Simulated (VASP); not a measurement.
Runs of VASP 6.6.1 on MgTeSe3. The structure is that of space group R3m (No. 160), or close to it. The cells are those of the table. 

| task | cell | k mesh | cutoff (eV) | smearing | gap on the mesh (eV) | pressure (GPa) | relaxed volume (Å³/atom) | largest force (eV/Å) |
| --- | --- | --- | --- | --- | --- | --- | --- | --- |
| relaxation of cell and atoms | relaxed from a = 5.797 Å, angles 81.6°, 5 atoms | 6 × 6 × 6 | 600 | gaussian 0.01 eV | 0.09 | 0.0 | (a) | 0.01 |
| single point | a = 5.797 Å, angles 81.6°, 5 atoms | 6 × 6 × 6 | 520 | gaussian 0.01 eV | 0.09 | 0.0 | - | 0.03 |
| single point | a = 5.797 Å, angles 81.6°, 5 atoms | 6 × 6 × 6 | 520 | gaussian 0.02 eV | 0.09 | 0.0 | - | 0.03 |
| single point | a = 5.646 Å, angles 84.1°, 5 atoms | 3 × 3 × 3 | 520 | gaussian 0.1 eV | 0.96 | 0.0 | - | 0.04 |
| relaxation of cell and atoms | relaxed from a = 5.646 Å, angles 84.1°, 5 atoms | 6 × 6 × 6 | 600 | gaussian 0.02 eV | 0.09 | 0.0 | 37.83 | 0.01 |

Alike in all rows: level PBE; potentials or basis VASP PAW PBE potentials, release 64 (Mg, Te, Se); no spin polarisation.

Q: Estimate the missing entries.

A: (a) 37.81.

Caveats: spin-orbit coupling is left out, which moves the levels of the heavy elements.

A k mesh can miss the band edges, and the runs leave out spin-orbit coupling on Se, Te.
